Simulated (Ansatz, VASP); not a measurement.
## TaN in VASP and in Ansatz

Contents of INCAR:

```
SYSTEM = TaN
  PREC = Accurate
  ENCUT = 520
  EDIFF = 1E-6
  ISMEAR = -1
  SIGMA = 0.01
  LREAL = .FALSE.
  LASPH = .TRUE.
  NELM = 150
  ALGO = Normal
  ISIF = 2
  LWAVE = .FALSE.
  LCHARG = .TRUE.
  LMAXMIX = 4
  LDAU = .TRUE.
  LDAUTYPE = 2
  LDAUL = 2 -1
  LDAUU = 8 0
  LDAUJ = 0 0
  LDAUPRINT = 1
  GGA = PS
  IVDW = 12
  LELF = .TRUE.
  LVHAR = .TRUE.
  NBANDS = 15
```

Contents of KPOINTS:

```
regular mesh
0
G
  10 10 10
  0 0 0
```

The input POSCAR:

```
TaN
1.0
    0.0000000000      2.2113230000      2.2113230000
    2.2113230000      0.0000000000      2.2113230000
    2.2113230000      2.2113230000      0.0000000000
Ta N
1 1
Direct
    0.5000000000      0.5000000000      0.5000000000
    0.0000000000      0.0000000000      0.0000000000
```

input.yaml

```yaml
crystal:
  lattice:
    - [0.0, 2.211323, 2.211323]
    - [2.211323, 0.0, 2.211323]
    - [2.211323, 2.211323, 0.0]
  atoms:
    - { symbol: Ta, position: [0.5, 0.5, 0.5] }
    - { symbol: "N", position: [0.0, 0.0, 0.0] }
kpoints:
  mp_grid: { grid: [10, 10, 10] }
scf:
  occupations: { method: fermi_dirac, width: 0.01 }
hamiltonian:
  xc: pbesol
  dispersion: d3bj
  pseudopotentials: { kind: all_electron, lapw: { basis_error: 0.001 } }
  hubbard:
    sites: [{ species: Ta, l: d, u_eff: 8 }]
    double_counting: fll
    projectors: ortho-atomic
output:
  forces: true
  stress: true
  eigenvalues: true
  hubbard: {}
```

Alike in both runs: task single point; functional PBEsol; dispersion D3(BJ); k mesh 10 × 10 × 10; occupations fermi-dirac, width 0.01 eV; no spin polarisation; Hubbard terms Ta d U = 8.0 eV.

```csv
,VASP,Ansatz
version,VASP 6.6.1,Ansatz 0.2.0
potentials or method,"VASP PAW PBE potentials, release 64 (Ta_pv, N), cutoff 520 eV","all-electron LAPW, scalar-relativistic"
```

|  | VASP | Ansatz | Ansatz less VASP |
| --- | --- | --- | --- |
| gap on the k mesh at the Fermi level (eV) | none | none | - |
| pressure (GPa) | 8.1 | -9.3 | -17.36 |

VASP's potentials were made for PBE, not for PBEsol. The programs project onto different local orbitals, so the same U acts differently, and such runs can settle in different states. A gap of «none» marks a metal or a gap that the smearing closes. Ansatz ran all-electron here, and VASP with PAW potentials.

Neither program's run includes spin-orbit coupling. Noted on Ansatz's run: U is the effective U less J, on atomic orbitals that reach past the spheres.
